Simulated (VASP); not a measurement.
# SnSe2 (P-3m1) in VASP: single point with PBE

Aim: the single point of SnSe2 with PBE.

Program: VASP 6.6.1. These are calculated values, not measurements. Logs are shortened: lines on timing, memory, paths and dates and some standing lists are left out, and cuts for length are marked.

## Step 1: The cell of the first run

Symmetry: P-3m1, No. 164, trigonal system. The conventional cell has a = 3.811 Å, b = 3.811 Å, c = 6.136 Å, α = 90.00°, β = 90.00°, γ = 120.00°. Within 3.5 Å of Sn (site symmetry -3m) lie 6 Se at 2.68 Å. Se (site symmetry 3m) has 3 Sn at 2.68 Å within 3.5 Å.

## Step 2: Single point, PBE

The input, INCAR:

```
SYSTEM = SnSe2
PREC = Accurate
ENCUT = 520
EDIFF = 1E-6
ISMEAR = 0
SIGMA = 0.05
LREAL = .FALSE.
LASPH = .TRUE.
NELM = 60
ALGO = Normal
ISIF = 2
LWAVE = .FALSE.
LCHARG = .TRUE.
GGA = PE
LELF = .TRUE.
LVHAR = .TRUE.
NBANDS = 20
NELECT = 26.25
```

The input, KPOINTS:

```
Automatic mesh
0
G
  9 9 6
  0 0 0
```

The input, POSCAR:

```
SnSe2
1.0
    3.8110000000      0.0000000000      0.0000000000
   -1.9055000000      3.3004228138      0.0000000000
    0.0000000000      0.0000000000      6.1360000000
Sn Se
1 2
Direct
    0.0000000000      0.0000000000      0.0000000000
    0.3333333333      0.6666666667      0.2490000000
    0.6666666667      0.3333333333      0.7510000000
```

Potentials or basis: VASP PAW PBE potentials, release 64 (Sn_d, Se).

Started as:

```
$ cat potpaw_PBE.64/Sn_d/POTCAR potpaw_PBE.64/Se/POTCAR > POTCAR
$ mpirun -np 1 vasp_std > vasp.out
```

OUTCAR:

```text
SYSTEM = SnSe2
   PREC = Accurate
   ENCUT = 520
   EDIFF = 1E-6
   ISMEAR = 0
   LREAL = .FALSE.
   LASPH = .TRUE.
   NELM = 60
   ISIF = 2
   GGA = PE
   NELECT = 26.25

 ion  position               nearest neighbor table
   1  0.000  0.000  0.000-   2 2.68   3 2.68   2 2.68   3 2.68   3 2.68   2 2.68
   2  0.333  0.667  0.249-   1 2.68   1 2.68   1 2.68
   3  0.667  0.333  0.751-   1 2.68   1 2.68   1 2.68

  LATTYP: Found a hexagonal cell.
 ALAT       =     3.8110000000
 C/A-ratio  =     1.6100760955

  Lattice vectors:

 A1 = (   3.8110000000,   0.0000000000,   0.0000000000)
 A2 = (  -1.9055000000,   3.3004228138,   0.0000000000)
 A3 = (   0.0000000000,   0.0000000000,   6.1360000000)

Analysis of symmetry for initial positions (statically):
=====================================================================
 Subroutine PRICEL returns:
 Original cell was already a primitive cell.

 Routine SETGRP: Setting up the symmetry group for a
 hexagonal supercell.

 Subroutine GETGRP returns: Found 12 space group operations
 (whereof 12 operations were pure point group operations)
 out of a pool of 24 trial point group operations.

The static configuration has the point symmetry D_3d.

Analysis of symmetry for dynamics (positions and initial velocities):
=====================================================================
 Subroutine PRICEL returns:
 Original cell was already a primitive cell.

 Routine SETGRP: Setting up the symmetry group for a
 hexagonal supercell.

 Subroutine GETGRP returns: Found 12 space group operations
 (whereof 12 operations were pure point group operations)
 out of a pool of 24 trial point group operations.

The dynamic configuration has the point symmetry D_3d.

 Subroutine INISYM returns: Found 12 space group operations
 (whereof 12 operations are pure point group operations),
 and found     1 'primitive' translations

----------------------------------------------------------------------------------------

                                     Primitive cell

  volume of cell :      77.1781

  direct lattice vectors                    reciprocal lattice vectors
     3.811000000  0.000000000  0.000000000     0.262398321  0.151495741  0.000000000
    -1.905500000  3.300422814  0.000000000     0.000000000  0.302991482  0.000000000
[... 83 lines left out ...]
   LSORBIT =      F    spin-orbit coupling
   LASPH  =      T    aspherical Exc in radial PAW
   ENCUT  =  520.0 eV  38.22 Ry    6.18 a.u.   7.09  7.09 11.41*2*pi/ulx,y,z
   NELM   =     60;   NELMIN=  2; NELMDL= -5     # of ELM steps
   EDIFF  = 0.1E-05   stopping-criterion for ELM
   LREAL  =      F    real-space projection
   EDIFFG = 0.1E-04   stopping-criterion for IOM
   NSW    =      0    number of steps for IOM
   IBRION =     -1    ionic relax: 0-MD 1-quasi-New 2-CG
   NFREE  =      0    steps in history (QN), initial steepest desc. (CG)
   ISIF   =      2    stress and relaxation
   ISYM   =      2    0-nonsym 1-usesym 2-fastsym
   POTIM  = 0.5000    time-step for ionic-motion
   TEBEG  =    0.0;   TEEND  =   0.0 temperature during run
   PSTRESS=    0.0 pullay stress
   NELECT =      26.2500    total number of electrons
   NUPDOWN=      -1.0000    fix difference up-down
   EMIN   =  10.00;   EMAX   =-10.00  energy-range for DOS
   EFERMI =   0.00;   METHOD = LEGACY
   ISMEAR =     0;   SIGMA  =   0.05  broadening in eV -4-tet -1-fermi 0-gaus
   EFERMI_NEDOS =   21; number of points for ismear=-14 and -15
   IALGO  =     38    algorithm
   IMIX   =      4    mixing-type and parameters
     AMIX     =   0.40;   BMIX     =  1.00
     AMIX_MAG =   1.60;   BMIX_MAG =  1.00
  volume/ion in A,a.u.               =      25.73       173.61
  Fermi-wavevector in a.u.,A,eV,Ry     =   1.142755  2.159495 17.767713  1.305890
  Thomas-Fermi vector in A             =   2.279453
   LORBIT       =      0    0 simple, 1 ext, 2 COOP (PROOUT), +10 PAW based schemes
   GGA     = PE    functional components
   LHFCALC =     F    Hartree Fock is set to
   AEXX    =    0.0000 exact exchange contribution
   IVDW    =     0    specifies the selected vdW correction
   LEPSILON=     F    determine dielectric tensor
   LRPA    =     F    only Hartree local field effects (RPA)
 non-spin polarized calculation
 Gauss-broadening in eV      SIGMA  =   0.05
  energy-cutoff  :      520.00
  volume of cell :       77.18
 maximum number of plane-waves:      2109
   NGX = 15   NGY = 15   NGZ = 23

 number of electron      26.2500006 magnetization

 Free energy of the ion-electron system (eV)
  ---------------------------------------------------
  ext. energy  EPLUGINS =         0.00000000
  ---------------------------------------------------
  free energy    TOTEN  =       -10.44317104 eV

  energy without entropy =      -10.44182473  energy(sigma->0) =      -10.44249788

 E-fermi :   5.4538     XC(G=0):  -9.5298

 val. band max:        5.4154480802   @ k =   0.3333  -0.0000   0.5000
 cond. band min:       5.4612822447   @ k =   0.4444   0.1111   0.3333
 fundamental gap:      0.0458341645
 Fermi energy:         5.4538477928

 k-point     1 :       0.0000    0.0000    0.0000
  band No.  band energies     occupation
      1     -16.9911      2.00000
      2     -16.9911      2.00000
      3     -16.9552      2.00000
      4     -16.9370      2.00000
      5     -16.9370      2.00000
      6      -9.8263      2.00000
[... 541 lines left out ...]
     19      11.5144      0.00000
     20      13.4903      0.00000

 [... further k-points ...]

------------------------ aborting loop because EDIFF is reached ----------------------------------------

  FORCE on cell =-STRESS in cart. coord.  units (eV):
  Direction    XX          YY          ZZ          XY          YZ          ZX
  --------------------------------------------------------------------------------------
  -------------------------------------------------------------------------------------
  Total        5.4695901      5.4695901      6.3755800     -0.0000000      0.0000000     -0.0000000
  in kB      113.5459078    113.5459078    132.3537969     -0.0000000      0.0000000     -0.0000000
  external PRESSURE =     119.8152042 kB  Pullay stress =       0.0000000 kB

 VOLUME and BASIS-vectors are now :
 -----------------------------------------------------------------------------
  energy-cutoff  :      520.00
  volume of cell :       77.18
      direct lattice vectors                 reciprocal lattice vectors
     3.811000000  0.000000000  0.000000000     0.262398321  0.151495741  0.000000000
    -1.905500000  3.300422814  0.000000000     0.000000000  0.302991482  0.000000000
     0.000000000  0.000000000  6.136000000     0.000000000  0.000000000  0.162972621

 POSITION                                       TOTAL-FORCE (eV/Angst)
 -----------------------------------------------------------------------------------
      0.00000      0.00000      0.00000        -0.000000      0.000000      0.000000
     -0.00000      2.20028      1.52786        -0.000000     -0.000000      0.954126
      1.90550      1.10014      4.60814         0.000000      0.000000     -0.954126
 -----------------------------------------------------------------------------------
    total drift:                                0.000000      0.000000      0.000000

  FREE ENERGIE OF THE ION-ELECTRON SYSTEM (eV)
  ---------------------------------------------------
  free  energy   TOTEN  =       -10.4431710365 eV

  energy  without entropy=      -10.4418247313  energy(sigma->0) =      -10.44249788
```

Wall time 90 s (1 thread of AMD EPYC 9R45 (Zen 5), shared host); peak memory 0.21 GiB.

Results:

```yaml
Free_energy: -10.4432 eV
Largest_force: 0.954 eV/Å
```

Forces on the atoms (eV/Å):
```
Sn   0.000  0.000  0.000
Se   0.000  0.000  0.954
Se   0.000  0.000 -0.954
```

Caveat: the cell carries a net charge on a neutralising background, which shifts energy and pressure; the cell is charged against a uniform background, so pressure and absolute levels hang on convention; spin-orbit coupling is left out, which moves the levels of the heavy elements; this functional lacks dispersion, which binds the layers, so the pressure and a relaxed spacing across them are unreliable.
